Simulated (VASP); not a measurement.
A run of VASP 6.6.1 is set up as follows.

INCAR

```
ALGO     = Normal         # electronic algorithm
EDIFF    = 1E-6           # SCF threshold, eV
ENCUT    = 520            # plane-wave cutoff, eV
GGA      = PE             # functional
ISIF     = 2              # what is computed and relaxed
ISMEAR   = -1             # smearing method
LASPH    = T              # aspherical terms in the spheres
LCHARG   = F              # write CHGCAR
LREAL    = F              # projectors in reciprocal space
LWAVE    = F              # write WAVECAR
NBANDS   = 15             # bands
NELM     = 100            # most SCF steps
PREC     = Accurate       # precision mode
SIGMA    = 0.02           # smearing width, eV
```

The input KPOINTS:

```
k-points
0
Gamma
  8 8 8
```

POSCAR

```
CaO
1.0
    2.9240994032      0.0705353117      0.0705353117
    0.0705353117      2.9240994032      0.0705353117
    0.0705353117      0.0705353117      2.9240994032
Ca O
1 1
Direct
    0.0000000000      0.0000000000      0.0000000000
    0.5000000000      0.5000000000      0.5000000000
```

Potentials or basis: VASP PAW PBE potentials, release 64 (Ca_sv, O).

The run is started by

```console
$ cat potpaw_PBE.64/Ca_sv/POTCAR potpaw_PBE.64/O/POTCAR > POTCAR
$ mpirun -np 1 vasp_std > vasp.out
```

**Question.** What does it give for the band gap on the k mesh?

**Answer.** 2.83 eV, indirect (least direct gap 3.07 eV).

**Question.** Predict the pressure.

**Answer.** 2.5 GPa.

Stress tensor (GPa, compression positive):
```
2.51 0.87 0.87
0.87 2.51 0.87
0.87 0.87 2.51
```

Caveat: the cell differs from its parent crystal (epitaxial 111 strain -1.7%). A k mesh can miss the band edges.
